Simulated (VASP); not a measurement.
Write the native input for VASP 6.6.1 that does the following.

* Task: single point
* Functional: PBEsol
* Potentials or basis: VASP PAW PBE potentials, release 64 (Ga_d, Sb)
* Cutoff: 520 eV
* k mesh: 10 × 10 × 10
* Occupations: gaussian, width 0.15 eV
* Spin: no spin polarisation
* Dipole correction: no
* Further INCAR settings: ALGO = Normal; EDIFF = 1e-06; NBANDS = 22

The structure of GaSb3 lies in POSCAR:

```
GaSb3
1.0
    0.0000000000      3.5186091495      3.8124130134
    3.5186091495      0.0000000000      3.8124130134
    3.5186091495      3.5186091495      0.0000000000
Ga Sb
1 3
Direct
    0.0000000000      0.0000000000      0.0000000000
    0.2500000000      0.2500000000      0.2500000000
    0.7500000000      0.7500000000      0.7500000000
    0.5000000000      0.5000000000      0.5000000000
```

These files were run (other wordings do the same):

INCAR

```
ALGO     = Normal         # electronic algorithm
EDIFF    = 1E-6           # SCF threshold, eV
ENCUT    = 520            # plane-wave cutoff, eV
GGA      = PS             # functional
ISIF     = 2              # what is computed and relaxed
ISMEAR   = 0              # smearing method
LASPH    = True           # aspherical terms in the spheres
LCHARG   = False          # write CHGCAR
LREAL    = False          # projectors in reciprocal space
LWAVE    = False          # write WAVECAR
NBANDS   = 22             # bands
NELM     = 60             # most SCF steps
PREC     = Accurate       # precision mode
SIGMA    = 0.15           # smearing width, eV
```

KPOINTS

```
k-points
0
Gamma
  10 10 10
```

Potentials or basis: VASP PAW PBE potentials, release 64 (Ga_d, Sb).

The run is started by

```console
$ cat potpaw_PBE.64/Ga_d/POTCAR potpaw_PBE.64/Sb/POTCAR > POTCAR
$ mpirun -np 1 vasp_std > vasp.out
```

It gave:

* Pressure: 2.2 GPa
* Band gap on the k mesh: zero (bands 14 and 15 overlap by 4.58 eV)

Caveat: the PAW data sets were made with another functional, which shifts forces and pressure a little; spin-orbit coupling is left out, which moves the levels of the heavy elements.

It took 4.7 min on 1 thread of Intel Xeon 8259CL, on a shared host, peak memory 0.34 GiB.
